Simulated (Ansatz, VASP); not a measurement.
# Two plane-wave programs on Bi4Te

```
CELL_PARAMETERS angstrom
3.44650 1.98984 5.04416
-3.44650 1.98984 5.04416
0.00000 -3.97967 5.04416
ATOMIC_POSITIONS crystal
Bi 0.50000 0.50000 0.50000
Bi 0.55723 0.44277 0.00000
Bi 0.00000 0.55723 0.44277
Bi 0.44277 0.00000 0.55723
Te 0.00000 0.00000 0.00000
```

Alike in both runs: functional PBE; k mesh 3 × 3 × 3; occupations gaussian, width 0.1 eV; no spin polarisation.

Ansatz relaxed the structure, and its values are those at the end. VASP's run is a single point on that final structure, the one shown.

```csv
,VASP,Ansatz
version,VASP 6.6.1,Ansatz 0.2.0
potentials or method,"VASP PAW PBE potentials, release 64 (Bi_d, Te), cutoff 520 eV","scalar-relativistic, plane waves, PAW"
valence electrons in the cell,66,76
```

VASP gave:

* gap on the k mesh at the Fermi level (eV): none
* pressure (GPa): 0.0

Q: Estimate Ansatz's values.

A: gap on the k mesh at the Fermi level (eV): none; pressure (GPa): 0.1.

A gap of «none» marks a metal or a gap that the smearing closes. The functional is the same, so the differences come from potentials, cutoffs and numerics. VASP's potentials hold 66 valence electrons a cell and Ansatz's 76, so a difference there can come from the potentials and not from the codes.

The k mesh is coarse, so the values compare programs but aren't converged. Neither program's run includes spin-orbit coupling.
